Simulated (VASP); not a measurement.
A run of VASP 6.6.1:

Contents of INCAR:

```
SYSTEM = Cs
PREC = Accurate
ENCUT = 520
EDIFF = 1E-6
ISMEAR = -1
SIGMA = 0.1
LREAL = .FALSE.
LASPH = .TRUE.
NELM = 80
ALGO = Normal
ISIF = 2
LWAVE = .FALSE.
LCHARG = .FALSE.
NBANDS = 10
```

Contents of KPOINTS:

```
Automatic mesh
0
G
  8 8 8
  0 0 0
```

Contents of POSCAR:

```
Cs
1.0
    4.6068439306      0.0000000000      0.0000000000
    0.0000000000      4.6068439306      0.0000000000
    0.0000000000      0.0000000000      4.6068439306
Cs
1
Direct
    0.0000000000      0.0000000000      0.0000000000
```

Potentials or basis: VASP PAW LDA potentials, release 64 (Cs_sv).

Command:

```sh
$ cat potpaw_LDA.64/Cs_sv/POTCAR > POTCAR
$ mpirun -np 1 vasp_std > vasp.out
```

Hardware: 1 thread of AMD EPYC 9R45 96-Core Processor (Zen 5) (shared host).

Q: Estimate the wall time of this run.

A: Wall time 8.4 s on 1 thread of AMD EPYC 9R45 96-Core Processor (Zen 5), with other jobs on the host, peak memory 0.15 GiB. Counts: scf iterations 10, k points 35.
